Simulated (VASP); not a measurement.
# Be (P6_3/mmc) in VASP: a series of runs

Be is run at these levels: PBE; tasks: single point, relaxation of cell and atoms.

Program: VASP 6.6.1. These are calculated values, not measurements. Logs are shortened: lines on timing, memory, paths and dates and some standing lists are left out, and cuts for length are marked.

## (1) The cell of the first run

Symmetry: P6_3/mmc, No. 194, hexagonal system. The conventional cell has a = 1.692 Å, b = 1.692 Å, c = 2.735 Å, α = 90.00°, β = 90.00°, γ = 120.00°. Be (site symmetry -6m2) has 12 Be at 1.68 to 1.69 Å within 2.2 Å.

## (2) Single point, PBE

INCAR reads:

```
SYSTEM = Be
PREC = Accurate
ENCUT = 520
EDIFF = 1E-7
ISMEAR = -1
SIGMA = 0.08
LREAL = .FALSE.
LASPH = .TRUE.
NELM = 100
ALGO = Normal
ISIF = 2
LWAVE = .FALSE.
LCHARG = .FALSE.
GGA = PE
NBANDS = 9
```

KPOINTS reads:

```
regular mesh
0
G
  26 26 14
  0 0 0
```

POSCAR reads:

```
Be
1.0
    1.6918907019      0.0000000000      0.0000000000
   -0.8459453509      1.4652203283      0.0000000000
    0.0000000000      0.0000000000      2.7348271770
Be
2
Direct
    0.3333333333      0.6666666667      0.2500000000
    0.6666666667      0.3333333333      0.7500000000
```

Potentials or basis: VASP PAW PBE potentials, release 64 (Be).

Launch:

```sh
> cat potpaw_PBE.64/Be/POTCAR > POTCAR
> mpirun -np 1 vasp_std > vasp.out
```

OUTCAR:

```text
SYSTEM = Be
   PREC = Accurate
   ENCUT = 520
   EDIFF = 1E-7
   ISMEAR = -1
   LREAL = .FALSE.
   LASPH = .TRUE.
   NELM = 100
   ISIF = 2
   GGA = PE

 ion  position               nearest neighbor table
   1  0.333  0.667  0.250-   2 1.68   2 1.68   2 1.68   2 1.68   2 1.68   2 1.68   2 2.38   2 2.38
                             2 2.38   2 2.38   2 2.38   2 2.38
   2  0.667  0.333  0.750-   1 1.68   1 1.68   1 1.68   1 1.68   1 1.68   1 1.68   1 2.38   1 2.38
                             1 2.38   1 2.38   1 2.38   1 2.38

  LATTYP: Found a hexagonal cell.
 ALAT       =     1.6918907019
 C/A-ratio  =     1.6164325355

  Lattice vectors:

 A1 = (   1.6918907019,   0.0000000000,   0.0000000000)
 A2 = (  -0.8459453509,   1.4652203283,   0.0000000000)
 A3 = (   0.0000000000,   0.0000000000,   2.7348271770)

Analysis of symmetry for initial positions (statically):
=====================================================================
 Subroutine PRICEL returns:
 Original cell was already a primitive cell.

 Routine SETGRP: Setting up the symmetry group for a
 hexagonal supercell.

 Subroutine GETGRP returns: Found 24 space group operations
 (whereof 12 operations were pure point group operations)
 out of a pool of 24 trial point group operations.

The static configuration has the point symmetry D_3d.
 The point group associated with its full space group is D_6h.

Analysis of symmetry for dynamics (positions and initial velocities):
=====================================================================
 Subroutine PRICEL returns:
 Original cell was already a primitive cell.

 Routine SETGRP: Setting up the symmetry group for a
 hexagonal supercell.

 Subroutine GETGRP returns: Found 24 space group operations
 (whereof 12 operations were pure point group operations)
 out of a pool of 24 trial point group operations.

The dynamic configuration has the point symmetry D_3d.
 The point group associated with its full space group is D_6h.

 Subroutine INISYM returns: Found 24 space group operations
 (whereof 12 operations are pure point group operations),
 and found     1 'primitive' translations

----------------------------------------------------------------------------------------

                                     Primitive cell

  volume of cell :       6.7796

  direct lattice vectors                    reciprocal lattice vectors
     1.691890702  0.000000000  0.000000000     0.591054729  0.341245607  0.000000000
    -0.845945351  1.465220328  0.000000000     0.000000000  0.682491214  0.000000000
     0.000000000  0.000000000  2.734827177     0.000000000  0.000000000  0.365653818

  length of vectors
     1.691890702  1.691890702  2.734827177     0.682491214  0.682491214  0.365653818

  position of ions in fractional coordinates (direct lattice)
[... 89 lines left out ...]
   PSTRESS=    0.0 pullay stress
   NELECT =       4.0000    total number of electrons
   NUPDOWN=      -1.0000    fix difference up-down
   EMIN   =  10.00;   EMAX   =-10.00  energy-range for DOS
   EFERMI =   0.00;   METHOD = LEGACY
   ISMEAR =    -1;   SIGMA  =   0.08  broadening in eV -4-tet -1-fermi 0-gaus
   EFERMI_NEDOS =   21; number of points for ismear=-14 and -15
   IALGO  =     38    algorithm
   IMIX   =      4    mixing-type and parameters
     AMIX     =   0.40;   BMIX     =  1.00
     AMIX_MAG =   1.60;   BMIX_MAG =  1.00
  volume/ion in A,a.u.               =       3.39        22.88
  Fermi-wavevector in a.u.,A,eV,Ry     =   1.373071  2.594729 25.651405  1.885325
  Thomas-Fermi vector in A             =   2.498621
   LORBIT       =      0    0 simple, 1 ext, 2 COOP (PROOUT), +10 PAW based schemes
   GGA     = PE    functional components
   LHFCALC =     F    Hartree Fock is set to
   AEXX    =    0.0000 exact exchange contribution
   IVDW    =     0    specifies the selected vdW correction
   LEPSILON=     F    determine dielectric tensor
   LRPA    =     F    only Hartree local field effects (RPA)
 non-spin polarized calculation
  energy-cutoff  :      520.00
  volume of cell :        6.78
 maximum number of plane-waves:       193
 NGX is ok and might be reduce to    14
   NGX =  7   NGY =  7   NGZ = 11

 number of electron       4.0000000 magnetization

 Free energy of the ion-electron system (eV)
  ---------------------------------------------------
  ext. energy  EPLUGINS =         0.00000000
  ---------------------------------------------------
  free energy    TOTEN  =        -1.17249389 eV

  energy without entropy =       -1.17096275  energy(sigma->0) =       -1.17172832

 E-fermi :  16.2791     XC(G=0): -13.7697

 val. band max:       16.2487734020   @ k =   0.3462   0.3077   0.0000
 cond. band min:      16.3016628755   @ k =   0.2308   0.2308   0.0714
 fundamental gap:      0.0528894735
 Fermi energy:        16.2791311394

 k-point     1 :       0.0000    0.0000    0.0000
  band No.  band energies     occupation
      1       0.7769      2.00000
      2       7.3790      2.00000
      3      21.8797      0.00000
      4      47.8896      0.00000
      5      47.8896      0.00000
      6      52.6311      0.00000
      7      52.6311      0.00000
      8      55.6657      0.00000
      9      62.8857      0.00000
[... 265 lines left out ...]
 k-point    24 :       0.3846    0.0385    0.0000
  band No.  band energies     occupation
      1       5.9261      2.00000
      2      14.7416      2.00000
      3      18.4816      0.00000
      4      30.3875      0.00000
      5      32.1381      0.00000
      6      34.0173      0.00000
      7      39.2348      0.00000
      8      49.4021      0.00000
      9      55.5233      0.00000

 [... further k-points ...]

------------------------ aborting loop because EDIFF is reached ----------------------------------------

  FORCE on cell =-STRESS in cart. coord.  units (eV):
  Direction    XX          YY          ZZ          XY          YZ          ZX
  --------------------------------------------------------------------------------------
  -------------------------------------------------------------------------------------
  Total       17.9063398     17.9063398     17.9033741      0.0000000      0.0000000      0.0000000
  in kB     4231.6747384   4231.6747386   4230.9738621      0.0000001      0.0000000      0.0000000
  external PRESSURE =    4231.4411130 kB  Pullay stress =       0.0000000 kB

 VOLUME and BASIS-vectors are now :
 -----------------------------------------------------------------------------
  energy-cutoff  :      520.00
  volume of cell :        6.78
      direct lattice vectors                 reciprocal lattice vectors
     1.691890702  0.000000000  0.000000000     0.591054729  0.341245607  0.000000000
    -0.845945351  1.465220328  0.000000000     0.000000000  0.682491214  0.000000000
     0.000000000  0.000000000  2.734827177     0.000000000  0.000000000  0.365653818

 POSITION                                       TOTAL-FORCE (eV/Angst)
 -----------------------------------------------------------------------------------
     -0.00000      0.97681      0.68371         0.000000     -0.000000      0.000000
      0.84595      0.48841      2.05112        -0.000000      0.000000      0.000000
 -----------------------------------------------------------------------------------
    total drift:                                0.000000     -0.000000      0.000000

  FREE ENERGIE OF THE ION-ELECTRON SYSTEM (eV)
  ---------------------------------------------------
  free  energy   TOTEN  =        -1.1724938875 eV

  energy  without entropy=       -1.1709627465  energy(sigma->0) =       -1.17172832
```

OSZICAR:

```text
N       E                     dE             d eps       ncg     rms          rms(c)
DAV:   1     0.708065939537E+01    0.70807E+01   -0.21816E+03 10656   0.405E+02
DAV:   2    -0.161778251064E+01   -0.86984E+01   -0.84960E+01 12947   0.810E+01
DAV:   3    -0.166492802033E+01   -0.47146E-01   -0.46978E-01 11527   0.451E+00
DAV:   4    -0.166495150109E+01   -0.23481E-04   -0.23479E-04 12129   0.104E-01
DAV:   5    -0.166495151040E+01   -0.93091E-08   -0.93506E-08 11431   0.191E-03    0.314E+00
DAV:   6    -0.127041602813E+01    0.39454E+00   -0.11967E-01 10752   0.428E+00    0.209E+00
DAV:   7    -0.117571834297E+01    0.94698E-01   -0.66210E-02 10508   0.326E+00    0.185E-01
DAV:   8    -0.117250651498E+01    0.32118E-02   -0.82059E-04 10849   0.354E-01    0.768E-02
DAV:   9    -0.117249433615E+01    0.12179E-04   -0.12695E-05 13031   0.294E-02    0.271E-03
DAV:  10    -0.117249412788E+01    0.20827E-06   -0.33888E-08 10880   0.196E-03    0.159E-03
DAV:  11    -0.117249390026E+01    0.22762E-06   -0.30838E-09  6572   0.422E-04    0.634E-05
DAV:  12    -0.117249388750E+01    0.12761E-07   -0.74503E-11  5712   0.964E-05
   1 F= -.11724939E+01 E0= -.11717283E+01  d E =-.153114E-02
```

It took 48 s on 1 thread of Intel Xeon 8259CL, shared host; peak memory 0.13 GiB.

Results:

| Quantity | Value |
| --- | --- |
| Free energy | -1.1725 eV |
| Pressure | 423.1 GPa |
| Band gap on the k mesh | zero (bands 2 and 3 overlap by 2.70 eV) |

Levels at points of the mesh, in eV from the Fermi level:
```csv
k point,band 1,band 2,band 3,band 4,band 5,band 6,band 7
"(0.00, 0.00, 0.00)",-15.50,-8.90,5.60,31.61,31.61,36.35,36.35
"(0.50, 0.00, 0.00)",-8.88,-3.65,6.39,10.34,14.97,18.38,18.95
"(0.00, 0.00, 0.50)",-13.31,-13.31,19.21,19.21,34.75,34.75,34.75
"(0.50, 0.00, 0.50)",-6.83,-6.83,5.99,5.99,23.02,23.02,28.39
```

Caveat: the cell stands under pressure.

## (3) Single point, PBE

INCAR reads:

```
SYSTEM = Be
PREC     = Accurate       ! precision mode
ENCUT    = 520            ! plane-wave cutoff, eV
EDIFF    = 1E-6           ! SCF threshold, eV
ISMEAR   = -1             ! smearing method
SIGMA    = 0.08           ! smearing width, eV
LREAL    = .FALSE.        ! projectors in reciprocal space
LASPH    = .TRUE.         ! aspherical terms in the spheres
NELM     = 100            ! most SCF steps
ALGO     = Normal         ! electronic algorithm
ISIF     = 2              ! what is computed and relaxed
LWAVE    = .FALSE.        ! write WAVECAR
LCHARG   = .FALSE.        ! write CHGCAR
GGA      = PE             ! functional
NBANDS   = 9              ! bands
```

KPOINTS reads:

```
Automatic mesh
0
G
  26 26 14
  0 0 0
```

POSCAR reads:

```
Be
1.0
    1.6915141308      0.0000000000      0.0000000000
   -0.8457570654      1.4648942082      0.0000000000
    0.0000000000      0.0000000000      2.7339556272
Be
2
Direct
    0.3333333333      0.6666666667      0.2500000000
    0.6666666667      0.3333333333      0.7500000000
```

Potentials or basis: VASP PAW PBE potentials, release 64 (Be).

Launch:

```sh
> cat potpaw_PBE.64/Be/POTCAR > POTCAR
> mpirun -np 1 vasp_std > vasp.out
```

Wall time 42 s (1 thread of Intel Xeon 8259CL, shared host); peak memory 0.14 GiB.

Results (log left out):

```yaml
Free_energy: -1.1588 eV
Pressure: 424.1 GPa
Band_gap_on_the_k_mesh: zero (bands 2 and 3 overlap by 2.71 eV)
```

Stress tensor (GPa, compression positive):
```
424.02   0.00   0.00
  0.00 424.02   0.00
  0.00   0.00 424.16
```

Levels at points of the mesh, in eV from the Fermi level:
```tsv
k point	band 1	band 2	band 3	band 4	band 5
(0.00, 0.00, 0.00)	-15.50	-8.90	5.61	31.62	31.62
(0.50, 0.00, 0.00)	-8.89	-3.65	6.39	10.35	14.98
(0.00, 0.00, 0.50)	-13.31	-13.31	19.23	19.23	34.77
(0.50, 0.00, 0.50)	-6.84	-6.84	6.00	6.00	23.03
```

Caveat: the cell stands under pressure.

## (4) Relaxation of cell and atoms, PBE, target pressure 420 GPa, at which the enthalpy is minimised

This run uses another cell than the first one, of 3.38 Å³/atom.

INCAR reads:

```
PREC     = Accurate       # precision mode
ENCUT    = 600            # plane-wave cutoff, eV
EDIFF    = 1E-6           # SCF threshold, eV
ISMEAR   = -1             # smearing method
SIGMA    = 0.08           # smearing width, eV
LREAL    = F              # projectors in reciprocal space
LASPH    = T              # aspherical terms in the spheres
NELM     = 60             # most SCF steps
ALGO     = Normal         # electronic algorithm
ISIF     = 3              # what is computed and relaxed
LWAVE    = F              # write WAVECAR
LCHARG   = F              # write CHGCAR
GGA      = PE             # functional
IBRION   = 2              # ionic algorithm
NSW      = 60             # ionic steps
EDIFFG   = -0.005         # ionic threshold
PSTRESS  = 4200.0
```

KPOINTS reads:

```
regular mesh
0
Gamma
  26 26 14
```

POSCAR reads:

```
Be
1.0
    1.6886545093      0.0000000000      0.0000000000
   -0.8443272546      1.4624177032      0.0000000000
    0.0000000000      0.0000000000      2.7356203050
Be
2
Direct
    0.3333333333      0.6666666667      0.2500000000
    0.6666666667      0.3333333333      0.7500000000
```

Launch:

```sh
> cat potpaw_PBE.64/Be/POTCAR > POTCAR
> mpirun -np 1 vasp_std > vasp.out
```

Wall time 38 s (1 thread of Intel Xeon Platinum 8259CL at 2.50GHz (Skylake/Cascade Lake), shared host); peak memory 0.14 GiB.

It converged, with:

* Free energy: -1.2194 eV
* Relaxed volume: 3.40 Å³/atom
* Relaxed cell: a = 1.693 Å, b = 1.693 Å, c = 2.737 Å, α = 90.00°, β = 90.00°, γ = 120.00°
* Space group after relaxing (to 0.1 Å): P6_3/mmc (No. 194)
* Energy change on relaxing (the run minimises the enthalpy): -55.3 meV/atom
* Ionic steps: 5
* Pressure after relaxing: 420.0 GPa
* Band gap on the k mesh: zero (bands 2 and 3 overlap by 2.70 eV)

The path:
| step | energy change (eV) | largest force (eV/Å) | pressure (GPa) | volume (Å³) |
| --- | --- | --- | --- | --- |
| 1 | 0.0000 | 0.0000 | 427.34 | 6.76 |
| 2 | -0.3940 | 0.0000 | 401.15 | 6.91 |
| 3 | -0.1139 | 0.0000 | 419.74 | 6.80 |
| 4 | -0.1081 | 0.0000 | 420.20 | 6.80 |
| 5 | -0.1105 | 0.0000 | 420.00 | 6.80 |

Final structure:
```cif
data_structure
_symmetry_space_group_name_H-M 'P 1'
_symmetry_Int_Tables_number 1
_cell_length_a 1.6934
_cell_length_b 1.6934
_cell_length_c 2.7370
_cell_angle_alpha 90.000
_cell_angle_beta 90.000
_cell_angle_gamma 120.000
_cell_volume 6.80
loop_
_atom_site_label
_atom_site_type_symbol
_atom_site_fract_x
_atom_site_fract_y
_atom_site_fract_z
_atom_site_occupancy
Be1 Be 0.33333 0.66667 0.25000 1
Be2 Be 0.66667 0.33333 0.75000 1
```

Levels at points of the mesh, in eV from the Fermi level:
```csv
k point,band 1,band 2,band 3,band 4,band 5
"(0.00, 0.00, 0.00)",-15.49,-8.88,5.58,31.55,31.55
"(0.50, 0.00, 0.00)",-8.87,-3.65,6.38,10.33,14.93
"(0.00, 0.00, 0.50)",-13.29,-13.29,19.18,19.18,34.68
"(0.50, 0.00, 0.50)",-6.82,-6.82,5.97,5.97,22.98
```

Caveat: the cell is relaxed towards a set pressure, so the run minimises the enthalpy, not the energy.

## (5) Relaxation of cell and atoms, PBE, target pressure 420 GPa, at which the enthalpy is minimised

INCAR reads:

```
SYSTEM = Be
PREC = Accurate
ENCUT = 600
EDIFF = 1E-6
ISMEAR = -1
SIGMA = 0.08
LREAL = .FALSE.
LASPH = .TRUE.
NELM = 100
ALGO = Normal
ISIF = 3
LWAVE = .FALSE.
LCHARG = .FALSE.
GGA = PE
IBRION = 2
NSW = 32
EDIFFG = -0.005
PSTRESS = 4200.0
```

KPOINTS reads:

```
Automatic mesh
0
G
  26 26 14
  0 0 0
```

POSCAR reads:

```
Be
1.0
    1.6918907019      0.0000000000      0.0000000000
   -0.8459453509      1.4652203283      0.0000000000
    0.0000000000      0.0000000000      2.7348271770
Be
2
Direct
    0.3333333333      0.6666666667      0.2500000000
    0.6666666667      0.3333333333      0.7500000000
```

Launch:

```sh
> cat potpaw_PBE.64/Be/POTCAR > POTCAR
> mpirun -np 1 vasp_std > vasp.out
```

It took 36 s on 1 thread of Intel Xeon Platinum 8259CL at 2.50GHz (Skylake/Cascade Lake), shared host; peak memory 0.13 GiB.

The run converged. Its results:

```
Free energy                                                : -1.2188 eV
Relaxed volume                                             : 3.40 Å³/atom
Relaxed cell                                               : a = 1.693 Å, b = 1.693 Å, c = 2.737 Å, α = 90.00°, β = 90.00°, γ = 120.00°
Space group after relaxing (to 0.1 Å)                      : P6_3/mmc (No. 194)
Energy change on relaxing (the run minimises the enthalpy) : -23.1 meV/atom
Ionic steps                                                : 3
Pressure after relaxing                                    : 420.0 GPa
Band gap on the k mesh                                     : zero (bands 2 and 3 overlap by 2.70 eV)
```

Stress tensor (GPa, compression positive):
```
420.09   0.00   0.00
  0.00 420.09   0.00
  0.00   0.00 419.94
```

The path:
```csv
step,energy change (eV),largest force (eV/Å),pressure (GPa),volume (Å³)
1,0.0000,0.0000,423.14,6.78
2,-0.1702,0.0000,411.75,6.84
3,-0.0462,0.0000,420.04,6.80
```

Final structure:
```
CELL_PARAMETERS angstrom
1.69336 0.00000 0.00000
-0.84668 1.46649 0.00000
0.00000 0.00000 2.73715
ATOMIC_POSITIONS crystal
Be 0.33333 0.66667 0.25000
Be 0.66667 0.33333 0.75000
```

Levels at points of the mesh, in eV from the Fermi level:
```
           k point  band 1  band 2  band 3  band 4  band 5  band 6
(0.00, 0.00, 0.00)  -15.49   -8.88    5.58   31.55   31.55   36.28
(0.50, 0.00, 0.00)   -8.87   -3.65    6.38   10.33   14.93   18.34
(0.00, 0.00, 0.50)  -13.30  -13.30   19.17   19.17   34.68   34.68
(0.50, 0.00, 0.50)   -6.82   -6.82    5.97    5.97   22.98   22.98
```

Caveat: the cell is relaxed towards a set pressure, so the run minimises the enthalpy, not the energy.

## (6) The runs side by side

| task | cell | cutoff (eV) | gap on the mesh (eV) | pressure (GPa) |
| --- | --- | --- | --- | --- |
| single point | a = 1.692, b = 1.692, c = 2.735 Å, angles 90.0, 90.0, 120.0°, 2 atoms | 520 | none | 423.1 |
| single point | a = 1.692, b = 1.692, c = 2.734 Å, angles 90.0, 90.0, 120.0°, 2 atoms | 520 | none | 424.1 |
| relaxation of cell and atoms | relaxed to 420 GPa from a = 1.689, b = 1.689, c = 2.736 Å, angles 90.0, 90.0, 120.0°, 2 atoms | 600 | none | 420.0 |
| relaxation of cell and atoms | relaxed to 420 GPa from a = 1.692, b = 1.692, c = 2.735 Å, angles 90.0, 90.0, 120.0°, 2 atoms | 600 | none | 420.0 |

Alike in all rows: level PBE; potentials or basis VASP PAW PBE potentials, release 64 (Be); no spin polarisation; k mesh 26 × 26 × 14; smearing fermi-dirac 0.08 eV.

Caveats: the cell stands under pressure (at least some runs); the cell is relaxed towards a set pressure, so the run minimises the enthalpy, not the energy (at least some runs).

Total energies depend on the potentials used, so only differences within one code and one set of settings carry meaning.
